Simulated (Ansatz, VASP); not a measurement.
## One calculation of TaAs, two programs

The input INCAR:

```
SYSTEM = TaAs
ALGO = Normal ; EDIFF = 1E-8
ENCUT = 520 ; GGA = PE
ISIF = 2 ; ISMEAR = 0
LASPH = .True. ; LCHARG = .False.
LEFG = .True. ; LREAL = .False.
LWAVE = .False. ; NBANDS = 24
NELM = 100 ; PREC = Accurate
SIGMA = 0.05
```

File KPOINTS:

```
k-points
0
Gamma
  16 16 16
  0 0 0
```

Contents of POSCAR:

```
TaAs
1.0
   -1.7313530363      1.7313530363      5.8680878891
    1.7313530363     -1.7313530363      5.8680878891
    1.7313530363      1.7313530363     -5.8680878891
Ta As
2 2
Direct
    0.5001693820      1.0001693820      0.5000000000
    0.7501693820      0.7501693820      0.0000000000
    0.0824300380      0.5824300380      0.5000000000
    0.3324300380      0.3324300380      0.0000000000
```

Input for Ansatz:

```yaml
crystal:
  lattice:
    - [-1.7313530363, 1.7313530363, 5.8680878891]
    - [1.7313530363, -1.7313530363, 5.8680878891]
    - [1.7313530363, 1.7313530363, -5.8680878891]
  atoms:
    - { symbol: Ta, position: [0.500169382, 1.000169382, 0.5] }
    - { symbol: Ta, position: [0.750169382, 0.750169382, 0.0] }
    - { symbol: As, position: [0.082430038, 0.582430038, 0.5] }
    - { symbol: As, position: [0.332430038, 0.332430038, 0.0] }
basis:
  ecutwfc: 420
  ecutrho_ratio: 4
kpoints:
  mp_grid: { grid: [16, 16, 16] }
hamiltonian:
  xc: pbe
scf:
  occupations: { method: gaussian, width: 0.05 }
output:
  forces: true
  stress: true
  eigenvalues: true
  efg:
    contact_densities: true
    quadrupole_moments_barn: { As: 0.311, Ta: 3.17 }
```

Alike in both runs: task electric field gradients; functional PBE; k mesh 16 × 16 × 16; occupations gaussian, width 0.05 eV; no spin polarisation.

|  | VASP | Ansatz |
| --- | --- | --- |
| version | VASP 6.6.1 | Ansatz 0.2.0 |
| potentials or method | VASP PAW PBE potentials, release 64 (Ta_pv, As), cutoff 520 eV | scalar-relativistic, plane waves, PAW |
| valence electrons in the cell | 32 | 56 |

```csv
,VASP,Ansatz,Ansatz less VASP
gap on the k mesh at the Fermi level (eV),none,none,-
pressure (GPa),0.4,0.0,-0.43
"traceless stress, the component that is largest in VASP (GPa)",-0.08,-0.01,+0.066
size of Vzz on the site where it differs most (V/Å²),18.4,33.8,+15.43
```

A gap of «none» marks a metal or a gap that the smearing closes. One of these differences is far larger than is usual between the two programs; its cause wasn't traced. VASP's potentials hold 32 valence electrons a cell and Ansatz's 56, so a difference there can come from the potentials and not from the codes.

Neither program's run includes spin-orbit coupling.
